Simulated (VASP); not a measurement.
# Zn2B3: relaxation of cell and atoms with PBE

Zn2B3:

```
Zn B
1.0
     5.84758    0.00000    0.00000
     0.00000    5.84758    0.00000
     0.00000    0.00000    3.41266
Zn B
4 6
Direct
  0.67340 0.17340 0.00000
  0.82660 0.67340 0.00000
  0.32660 0.82660 0.00000
  0.17340 0.32660 0.00000
  0.87140 0.37140 0.50000
  0.62860 0.87140 0.50000
  0.12860 0.62860 0.50000
  0.37140 0.12860 0.50000
  0.50000 0.50000 0.50000
  0.00000 0.00000 0.50000
```

The cell was built from a structure type or drawn by symmetry, and may not be a known phase.

| Property | Result |
| --- | --- |
| Program | VASP 6.6.1 |
| Task | relaxation of cell and atoms |
| Functional | PBE |
| Potentials or basis | VASP PAW PBE potentials, release 64 (Zn, B) |
| Cutoff | 500 eV |
| k mesh | 3 × 3 × 5 |
| Occupations | gaussian, width 0.2 eV |
| Spin | no spin polarisation |
| Dipole correction | no |
| Further INCAR settings | ALGO = Normal; EDIFF = 1e-07; IBRION = 2; EDIFFG = -0.08; NSW = 36; ISIF = 3 |

The relaxed volume is 10.10 Å³/atom, the relaxed cell is a = 4.740 Å, b = 4.740 Å, c = 4.494 Å, α = 90.00°, β = 90.00°, γ = 90.00° and the space group after relaxing (to 0.1 Å) is P4/mbm (No. 127). The energy gained by relaxing is 548.6 meV/atom and the ionic steps are 16. The pressure after relaxing is 0.3 GPa. The largest force after relaxing is 0.036 eV/Å and the band gap on the k mesh is zero (bands 33 and 34 overlap by 3.31 eV).

Forces in eV/Å, atoms in the order of the input:
```
Zn   0.025  0.025  0.000
Zn  -0.025  0.025  0.000
Zn  -0.025 -0.025  0.000
Zn   0.025 -0.025  0.000
B    0.018  0.018  0.000
B   -0.018  0.018  0.000
B   -0.018 -0.018  0.000
B    0.018 -0.018  0.000
B    0.000  0.000  0.000
B    0.000  0.000  0.000
```

Stress tensor (GPa, compression positive):
```
 0.65  0.00  0.00
 0.00  0.65  0.00
 0.00  0.00 -0.30
```

Step by step:
```csv
step,energy change (eV),largest force (eV/Å),pressure (GPa),volume (Å³)
1,0.0000,0.7458,-18.13,116.69
2,-2.7431,0.6391,-1.47,95.57
3,-2.9452,0.7221,7.33,90.70
4,-3.7573,0.6621,9.88,90.16
5,-4.0342,2.2850,15.97,89.07
6,-4.9151,1.0312,6.95,93.85
7,-5.3200,0.3798,0.95,98.37
8,-5.3406,0.4441,-0.38,99.80
9,-5.3401,0.4530,-0.56,100.02
10,-5.3834,0.4566,-0.41,100.56
11,-5.4031,0.3756,0.68,102.09
12,-5.4235,0.4269,0.03,101.37
13,-5.4242,0.4199,0.11,101.48
14,-5.4501,0.3333,-0.30,101.67
15,-5.4814,0.1292,-1.23,102.17
16,-5.4865,0.0357,0.34,100.96
```

Final structure:
```xyz
10
Lattice="4.7396 0.0000 0.0000 0.0000 4.7396 0.0000 0.0000 0.0000 4.4942" Properties=species:S:1:pos:R:3 pbc="T T T"
Zn    3.2312    0.8614    0.0000
Zn    3.8782    3.2312    0.0000
Zn    1.5084    3.8782    0.0000
Zn    0.8614    1.5084    0.0000
B     4.1262    1.7564    2.2471
B     2.9831    4.1262    2.2471
B     0.6134    2.9831    2.2471
B     1.7564    0.6134    2.2471
B     2.3698    2.3698    2.2471
B     0.0000    0.0000    2.2471
```

Levels at points of the mesh, in eV from the Fermi level:
```
           k point  band 29  band 30  band 31  band 32  band 33  band 34  band 35  band 36  band 37  band 38
(0.00, 0.00, 0.00)    -3.39    -2.68    -1.52     0.09     0.28     0.39     0.77     0.77     0.77     1.00
```

Wall time 6.6 min on 1 thread of AMD EPYC 9R45 (Zen 5), with other jobs on the host, peak memory 0.22 GiB.

Caveat: the k points lie up to 0.44 Å⁻¹ apart in the final cell, too coarse for converged energies and pressures of a metal; a cell axis changed by over 15 % at a fixed basis, so the end point is rough; the relaxation stopped at a loose force limit of 0.08 eV/Å, so its end isn't a converged minimum.
